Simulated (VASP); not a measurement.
# SiMo3 (Pm-3n) in VASP: notebook, part 2 of 2

VASP 6.6.1. Earlier steps stand in the parts before.

## Step 4: Relaxation of cell and atoms, r2SCAN

This run uses another cell than the first one, of 14.61 Å³/atom, 0.989 times its volume.

The input, POSCAR:

```
SiMo3
1.0
    4.8890000000      0.0000000000      0.0000000000
    0.0000000000      4.8890000000      0.0000000000
    0.0000000000      0.0000000000      4.8890000000
Mo Si
6 2
Direct
    0.0000000000      0.5000000000      0.2500000000
    0.0000000000      0.5000000000      0.7500000000
    0.5000000000      0.2500000000      0.0000000000
    0.7500000000      0.0000000000      0.5000000000
    0.5000000000      0.7500000000      0.0000000000
    0.2500000000      0.0000000000      0.5000000000
    0.5000000000      0.5000000000      0.5000000000
    0.0000000000      0.0000000000      0.0000000000
```

The input, INCAR.step1:

```
ALGO     = Normal         # electronic algorithm
EDIFF    = 1E-4           # SCF threshold, eV
ENCUT    = 600            # plane-wave cutoff, eV
GGA      = PE             # functional
ISMEAR   = -1             # smearing method
LASPH    = True           # aspherical terms in the spheres
LCHARG   = False          # write CHGCAR
LREAL    = False          # projectors in reciprocal space
LWAVE    = True           # write WAVECAR
NELM     = 60             # most SCF steps
PREC     = Accurate       # precision mode
SIGMA    = 0.05           # smearing width, eV
```

The input, INCAR.step2:

```
ALGO     = Normal         # electronic algorithm
EDIFF    = 1E-6           # SCF threshold, eV
EDIFFG   = -0.01          # ionic threshold
ENCUT    = 600            # plane-wave cutoff, eV
IBRION   = 2              # ionic algorithm
ISIF     = 3              # what is computed and relaxed
ISMEAR   = -1             # smearing method
ISTART   = 1            
LASPH    = True           # aspherical terms in the spheres
LCHARG   = False          # write CHGCAR
LMIXTAU  = True         
LREAL    = False          # projectors in reciprocal space
LWAVE    = False          # write WAVECAR
METAGGA  = R2SCAN         # meta-GGA
NELM     = 60             # most SCF steps
NSW      = 60             # ionic steps
PREC     = Accurate       # precision mode
SIGMA    = 0.05           # smearing width, eV
```

The input, KPOINTS:

```
k-points
0
Gamma
  6 6 6
```

Potentials or basis: VASP PAW PBE potentials, release 64 (Mo_sv, Si).

On the command line:

```console
$ cat potpaw_PBE.64/Mo_sv/POTCAR potpaw_PBE.64/Si/POTCAR > POTCAR
$ cp INCAR.step1 INCAR
$ mpirun -np 1 vasp_std > vasp.out
$ cp INCAR.step2 INCAR
$ mpirun -np 1 vasp_std > vasp.out
```

OUTCAR:

```text
EDIFF = 1E-6
   EDIFFG = -0.01
   ENCUT = 600
   IBRION = 2
   ISIF = 3
   ISMEAR = -1
   ISTART = 1
   LASPH = True
   LREAL = False
   METAGGA = R2SCAN
   NELM = 60
   NSW = 60
   PREC = Accurate

 ion  position               nearest neighbor table
   1  0.000  0.500  0.250-   2 2.44   2 2.44   8 2.73   7 2.73   8 2.73   7 2.73   4 2.99   5 2.99
                             4 2.99   6 2.99   6 2.99   3 2.99   5 2.99   3 2.99
   2  0.000  0.500  0.750-   1 2.44   1 2.44   8 2.73   7 2.73   8 2.73   7 2.73   4 2.99   5 2.99
                             4 2.99   6 2.99   6 2.99   3 2.99   5 2.99   3 2.99
   3  0.500  0.250  0.000-   5 2.44   5 2.44   8 2.73   7 2.73   7 2.73   8 2.73   4 2.99   4 2.99
                             6 2.99   1 2.99   6 2.99   1 2.99   2 2.99   2 2.99
   4  0.750  0.000  0.500-   6 2.44   6 2.44   8 2.73   8 2.73   7 2.73   7 2.73   3 2.99   3 2.99
                             5 2.99   5 2.99   1 2.99   2 2.99   1 2.99   2 2.99
   5  0.500  0.750  0.000-   3 2.44   3 2.44   8 2.73   7 2.73   7 2.73   8 2.73   1 2.99   4 2.99
                             6 2.99   4 2.99   6 2.99   1 2.99   2 2.99   2 2.99
   6  0.250  0.000  0.500-   4 2.44   4 2.44   8 2.73   8 2.73   7 2.73   7 2.73   3 2.99   3 2.99
                             5 2.99   1 2.99   1 2.99   2 2.99   5 2.99   2 2.99
   7  0.500  0.500  0.500-   1 2.73   2 2.73   3 2.73   4 2.73   5 2.73   6 2.73   3 2.73   5 2.73
[... 280 lines left out ...]

 number of electron      91.9999978 magnetization

 Free energy of the ion-electron system (eV)
  ---------------------------------------------------
  ext. energy  EPLUGINS =         0.00000000
  ---------------------------------------------------
  free energy    TOTEN  =      -176.58884169 eV

  energy without entropy =     -176.55360829  energy(sigma->0) =     -176.57122499

 E-fermi :  12.7432     XC(G=0): -14.2551

 val. band max:       12.6928851803   @ k =   0.5000   0.3333   0.0000
 cond. band min:      12.7510090597   @ k =   0.5000   0.1667   0.0000
 fundamental gap:      0.0581238793
 Fermi energy:        12.7432354844

 k-point     1 :       0.0000    0.0000    0.0000
  band No.  band energies     occupation
      1     -50.5105      2.00000
      2     -50.3820      2.00000
      3     -50.3820      2.00000
      4     -50.0234      2.00000
      5     -50.0234      2.00000
      6     -50.0234      2.00000
[... 1184 lines left out ...]
  FREE ENERGIE OF THE ION-ELECTRON SYSTEM (eV)
  ---------------------------------------------------
  free  energy   TOTEN  =      -176.5888416898 eV

  energy  without entropy=     -176.5536082925  energy(sigma->0) =     -176.57122499

 reached required accuracy - stopping structural energy minimisation
```

OUTCAR.step1:

```text
EDIFF = 1E-4
   ENCUT = 600
   GGA = PE
   ISMEAR = -1
   LASPH = True
   LREAL = False
[... 1406 lines left out ...]
      1.22225      0.00000      2.44450         0.000000     -0.000000      0.000000
      2.44450      2.44450      2.44450         0.000000      0.000000      0.000000
      0.00000      0.00000      0.00000         0.000000      0.000000      0.000000
 -----------------------------------------------------------------------------------
    total drift:                                0.000000     -0.000000      0.000000

  FREE ENERGIE OF THE ION-ELECTRON SYSTEM (eV)
  ---------------------------------------------------
  free  energy   TOTEN  =       -78.9754653489 eV

  energy  without entropy=      -78.9419647810  energy(sigma->0) =      -78.95871506
```

It took 15 min on 1 thread of Intel Xeon 6975P-C, shared host; peak memory 0.34 GiB.

What came out:

```
Free energy                            : -176.5888 eV
Relaxed volume                         : 14.63 Å³/atom
Relaxed cell                           : a = 4.891 Å, b = 4.891 Å, c = 4.891 Å, α = 90.00°, β = 90.00°, γ = 90.00°
Space group after relaxing (to 0.05 Å) : Pm-3n (No. 223)
Energy gained by relaxing              : 0.0 meV/atom
Ionic steps                            : 3
Pressure after relaxing                : 0.0 GPa
Band gap on the k mesh                 : zero (band 46 reaches 14.10 eV, above the bottom of band 47 at 11.43 eV)
```

Step by step:
```
step  energy change (eV)  largest force (eV/Å)  pressure (GPa)  volume (Å³)
   1              0.0000                0.0000            0.34       116.86
   2              0.0008                0.0000           -0.82       117.38
   3             -0.0002                0.0000            0.00       117.02
```

Final structure:
```
CELL_PARAMETERS angstrom
4.89120 0.00000 0.00000
0.00000 4.89120 0.00000
0.00000 0.00000 4.89120
ATOMIC_POSITIONS crystal
Mo 0.00000 0.50000 0.25000
Mo 0.00000 0.50000 0.75000
Mo 0.50000 0.25000 0.00000
Mo 0.75000 0.00000 0.50000
Mo 0.50000 0.75000 0.00000
Mo 0.25000 0.00000 0.50000
Si 0.50000 0.50000 0.50000
Si 0.00000 0.00000 0.00000
```

Caveat: the PAW data sets were made with another functional, which shifts forces and pressure a little.

## Step 5: Relaxation of cell and atoms, r2SCAN

This run uses another cell than the first one, of 14.61 Å³/atom, 0.989 times its volume.

POSCAR is that of step 4.

The input, INCAR.step1:

```
SYSTEM = SiMo3
ALGO = Normal
EDIFF = 1E-4
ENCUT = 600
GGA = PE
ISMEAR = -1
LASPH = .TRUE.
LCHARG = .FALSE.
LREAL = .FALSE.
LWAVE = .TRUE.
NELM = 100
PREC = Accurate
SIGMA = 0.05
```

The input, INCAR.step2:

```
SYSTEM = SiMo3
ALGO = Normal
EDIFF = 1E-7
EDIFFG = -0.01
ENCUT = 600
IBRION = 2
ISIF = 3
ISMEAR = -1
ISTART = 1
LASPH = .TRUE.
LCHARG = .FALSE.
LMIXTAU = .TRUE.
LREAL = .FALSE.
LWAVE = .FALSE.
METAGGA = R2SCAN
NELM = 100
NSW = 60
PREC = Accurate
SIGMA = 0.05
```

The input, KPOINTS:

```
k-points
0
G
  6 6 6
  0 0 0
```

On the command line:

```console
$ cat potpaw_PBE.64/Mo_sv/POTCAR potpaw_PBE.64/Si/POTCAR > POTCAR
$ cp INCAR.step1 INCAR
$ mpirun -np 1 vasp_std > vasp.out
$ cp INCAR.step2 INCAR
$ mpirun -np 1 vasp_std > vasp.out
```

Wall time 15 min (1 thread of Intel Xeon 6975P-C, shared host); peak memory 0.34 GiB.

It converged, with:

| Quantity | Value |
| --- | --- |
| Free energy | -176.5888 eV |
| Relaxed volume | 14.63 Å³/atom |
| Relaxed cell | a = 4.891 Å, b = 4.891 Å, c = 4.891 Å, α = 90.00°, β = 90.00°, γ = 90.00° |
| Space group after relaxing (to 0.05 Å) | Pm-3n (No. 223) |
| Energy gained by relaxing | 0.0 meV/atom |
| Ionic steps | 3 |
| Pressure after relaxing | 0.0 GPa |
| Band gap on the k mesh | zero (band 46 reaches 14.10 eV, above the bottom of band 47 at 11.43 eV) |

Step by step:
```csv
step,energy change (eV),largest force (eV/Å),pressure (GPa),volume (Å³)
1,0.0000,0.0000,0.36,116.86
2,0.0009,0.0000,-0.87,117.41
3,-0.0002,0.0000,0.01,117.02
```

Final structure:
```xyz
8
Lattice="4.8912 0.0000 0.0000 0.0000 4.8912 0.0000 0.0000 0.0000 4.8912" Properties=species:S:1:pos:R:3 pbc="T T T"
Mo    0.0000    2.4456    1.2228
Mo    0.0000    2.4456    3.6684
Mo    2.4456    1.2228    0.0000
Mo    3.6684    0.0000    2.4456
Mo    2.4456    3.6684    0.0000
Mo    1.2228    0.0000    2.4456
Si    2.4456    2.4456    2.4456
Si    0.0000    0.0000    0.0000
```

Levels at points of the mesh, in eV from the Fermi level:
```csv
k point,band 43,band 44,band 45,band 46,band 47,band 48,band 49,band 50
"(0.00, 0.00, 0.00)",-1.66,-1.66,1.35,1.35,1.35,2.34,2.49,2.49
"(0.50, 0.00, 0.00)",-1.82,-1.82,0.22,0.22,1.01,1.01,1.62,1.62
"(0.50, 0.50, 0.00)",-1.16,-0.97,-0.97,-0.87,-0.73,-0.49,-0.18,0.22
"(0.50, 0.50, 0.50)",-1.32,-1.32,-1.32,-1.32,-1.32,-1.32,1.33,1.33
```

Caveat: the PAW data sets were made with another functional, which shifts forces and pressure a little.

## Step 6: The runs side by side

```tsv
task	level	cell	cutoff (eV)	gap on the mesh (eV)	pressure (GPa)	relaxed volume (Å³/atom)
single point	PBE	a = 4.907 Å, 8 atoms	520	none	0.5	-
relaxation of cell and atoms	PBE	relaxed from a = 4.889 Å, 8 atoms	600	none	0.0	14.79
relaxation of cell and atoms	r2SCAN	relaxed from a = 4.889 Å, 8 atoms	600	none	0.0	14.63
```

Alike in all rows: potentials or basis VASP PAW PBE potentials, release 64 (Mo_sv, Si); no spin polarisation; k mesh 6 × 6 × 6; smearing fermi-dirac 0.05 eV.

Caveats: the PAW data sets were made with another functional, which shifts forces and pressure a little (some runs).

Total energies depend on the potentials used, so only differences within one code and one set of settings carry meaning.
